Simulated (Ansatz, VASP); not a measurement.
# One calculation of SiC, two programs

File POSCAR:

```
SiC
1.0
    0.0000000000      2.1487023374      2.1487023374
    2.1487023374      0.0000000000      2.1487023374
    2.1487023374      2.1487023374      0.0000000000
Si C
1 1
Direct
    0.0000000000      0.0000000000      0.0000000000
    0.2500000000      0.2500000000      0.2500000000
```

INCAR.step1

```
SYSTEM = SiC
ALGO = Normal ; EDIFF = 1E-4
ENCUT = 520 ; GGA = PE
ISMEAR = 0 ; LASPH = .TRUE.
LCHARG = .FALSE. ; LREAL = .FALSE.
LWAVE = .TRUE. ; NBANDS = 11
NELM = 60 ; PREC = Accurate
SIGMA = 0.05
```

The input INCAR.step2:

```
SYSTEM = SiC
ALGO = Normal ; EDIFF = 1E-6
ENCUT = 520 ; ISIF = 2
ISMEAR = 0 ; ISTART = 1
LASPH = .TRUE. ; LCHARG = .FALSE.
LMIXTAU = .TRUE. ; LREAL = .FALSE.
LWAVE = .FALSE. ; METAGGA = R2SCAN
NBANDS = 11 ; NELM = 60
PREC = Accurate ; SIGMA = 0.05
```

Contents of KPOINTS:

```
k-points
0
G
  10 10 10
  0 0 0
```

Input for Ansatz:

```yaml
crystal:
  lattice:
    - [0.0, 2.1487023374, 2.1487023374]
    - [2.1487023374, 0.0, 2.1487023374]
    - [2.1487023374, 2.1487023374, 0.0]
  atoms:
    - { symbol: Si, position: [0.0, 0.0, 0.0] }
    - { symbol: C, position: [0.25, 0.25, 0.25] }
basis:
  ecutwfc: 500
  ecutrho_ratio: 4
kpoints:
  mp_grid: { grid: [10, 10, 10] }
hamiltonian:
  xc: r2scan
scf:
  occupations: { method: gaussian, width: 0.05 }
output:
  forces: true
  stress: true
  eigenvalues: true
```

Alike in both runs: task single point; functional r2SCAN; k mesh 10 × 10 × 10; occupations gaussian, width 0.05 eV; no spin polarisation.

|  | VASP | Ansatz |
| --- | --- | --- |
| version | VASP 6.6.1 | Ansatz 0.2.0 |
| potentials or method | VASP PAW PBE potentials, release 64 (Si, C), cutoff 520 eV | scalar-relativistic, plane waves, PAW |
| valence electrons in the cell | 8 | 8 |

```csv
,VASP,Ansatz,Ansatz less VASP
gap on the k mesh at the Fermi level (eV),1.70,1.68,-0.012
least direct gap on the mesh (eV),5.11,5.10,-0.013
pressure (GPa),9.8,10.0,+0.22
```

VASP's potentials were made for PBE, not for r2SCAN.
